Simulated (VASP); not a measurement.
Runs of VASP 6.6.1 on CdAu. The structure is that of space group P-6m2 (No. 187), or close to it. The cells are those of the table. 

```tsv
cell	further INCAR settings	gap on the mesh (eV)	pressure (GPa)
a = 3.262, b = 3.262, c = 4.129 Å, angles 90.0, 90.0, 120.0°, 2 atoms	ALGO = Fast; EDIFF = 1e-07; NBANDS = 18	none	-2.1
a = 3.177, b = 3.177, c = 4.352 Å, angles 90.0, 90.0, 120.0°, 2 atoms	ALGO = Fast; EDIFF = 1e-07; NBANDS = 18	none	-4.8
a = 2.908, b = 2.908, c = 5.196 Å, angles 90.0, 90.0, 120.0°, 2 atoms	ALGO = Fast; EDIFF = 1e-06; NBANDS = 18	none	(a)
a = 2.994, b = 2.994, c = 4.903 Å, angles 90.0, 90.0, 120.0°, 2 atoms	ALGO = Fast; EDIFF = 1e-06; NBANDS = 18	none	-7.9
```

Alike in all rows: task single point; level LDA; potentials or basis VASP PAW LDA potentials, release 64 (Cd, Au); no spin polarisation; k mesh 21 × 21 × 12; cutoff (eV) 520; smearing gaussian 0.15 eV.

Question: Fill in the values left out.

Answer: (a) -6.5.

Caveats: spin-orbit coupling is left out, which moves the levels of the heavy elements; the cell stands under tension (at least some runs); the stress differs along the axes, from -10 to -5 GPa (at least some runs).

A k mesh can miss the band edges, and the runs leave out spin-orbit coupling on Au, Cd.

A gap of «none» marks levels without a gap at the run's occupations.
